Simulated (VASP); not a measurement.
A run of VASP 6.6.1 is set up as follows.

INCAR

```
ALGO = Fast
EDIFF = 1E-6
EDIFFG = -0.04
ENCUT = 600
GGA = PE
IBRION = 2
ISIF = 3
ISMEAR = 0
LASPH = True
LCHARG = False
LREAL = False
LWAVE = False
NELM = 80
NSW = 90
PREC = Accurate
SIGMA = 0.1
```

File KPOINTS:

```
k-points
0
Gamma
  6 6 6
```

File POSCAR:

```
Ta3Cu
1.0
    0.0000000000      3.1370607000      3.1370607000
    3.1370607000      0.0000000000      3.1370607000
    3.1370607000      3.1370607000      0.0000000000
Ta Cu
3 1
Direct
    0.7500000000      0.7500000000      0.7500000000
    0.2500000000      0.2500000000      0.2500000000
    0.0000000000      0.0000000000      0.0000000000
    0.5000000000      0.5000000000      0.5000000000
```

Potentials or basis: VASP PAW PBE potentials, release 64 (Ta_pv, Cu).

The run is started by

```console
$ cat potpaw_PBE.64/Ta_pv/POTCAR potpaw_PBE.64/Cu/POTCAR > POTCAR
$ mpirun -np 1 vasp_std > vasp.out
```

Problem. Predict the relaxed volume.

Solution. 16.91 Å³/atom.

Problem. What does it give for the space group after relaxing (to 0.1 Å)?

Solution. Fm-3m (No. 225).

Problem. Predict the relaxed cell.

Solution. a = 4.573 Å, b = 4.573 Å, c = 4.573 Å, α = 60.00°, β = 60.00°, γ = 60.00°.

Problem. Estimate the band gap on the k mesh.

Solution. Zero (bands 22 and 23 overlap by 0.79 eV).

Final structure:
```xyz
4
Lattice="0.0000 3.2336 3.2336 3.2336 0.0000 3.2336 3.2336 3.2336 0.0000" Properties=species:S:1:pos:R:3 pbc="T T T"
Ta    4.8504    4.8504    4.8504
Ta    1.6168    1.6168    1.6168
Ta    0.0000    0.0000    0.0000
Cu    3.2336    3.2336    3.2336
```

Caveat: spin-orbit coupling is left out, which moves the levels of the heavy elements.
